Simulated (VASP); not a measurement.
**InAs: single point with PBEsol**

Crystal: InAs.

```xyz
2
Lattice="0.0000 2.8773 2.8773 2.8773 0.0000 2.8773 2.8773 2.8773 0.0000" Properties=species:S:1:pos:R:3 pbc="T T T"
In    2.8773    2.8773    2.8773
As    0.0000    0.0000    0.0000
```

```yaml
Program: VASP 6.6.1
Task: single point
Functional: PBEsol
Potentials_or_basis: VASP PAW PBE potentials, release 64 (In_d, As)
Cutoff: 500 eV
k_mesh: 4 × 4 × 4
Occupations: fermi-dirac, width 0.1 eV
Spin: no spin polarisation
Dipole_correction: no
Further_INCAR_settings: ALGO = Normal; EDIFF = 1e-06; NBANDS = 16
```

The pressure is -1.9 GPa and the band gap on the k mesh is zero (band 9 reaches 6.04 eV, above the bottom of band 10 at 3.58 eV).

Levels at points of the mesh, in eV from the Fermi level:
```
           k point  band 5  band 6  band 7  band 8  band 9  band 10  band 11  band 12  band 13  band 14
(0.00, 0.00, 0.00)  -14.41  -12.21   -0.84   -0.29   -0.29    -0.29     7.00     7.00     7.00     7.28
(0.50, 0.00, 0.00)  -14.36  -10.51   -6.69    0.11    0.11     1.92     3.08     3.08     4.23    10.43
(0.50, 0.50, 0.00)  -14.33   -9.63   -4.85   -3.14   -2.35    -2.35     3.66     9.02     9.02     9.86
```

Wall time 20 s on 1 thread of Intel Xeon 8259CL, with other jobs on the host, peak memory 0.16 GiB.

Caveat: the k points lie up to 0.47 Å⁻¹ apart; the PAW data sets were made with another functional, which shifts forces and pressure a little; spin-orbit coupling is left out, which moves the levels of the heavy elements.
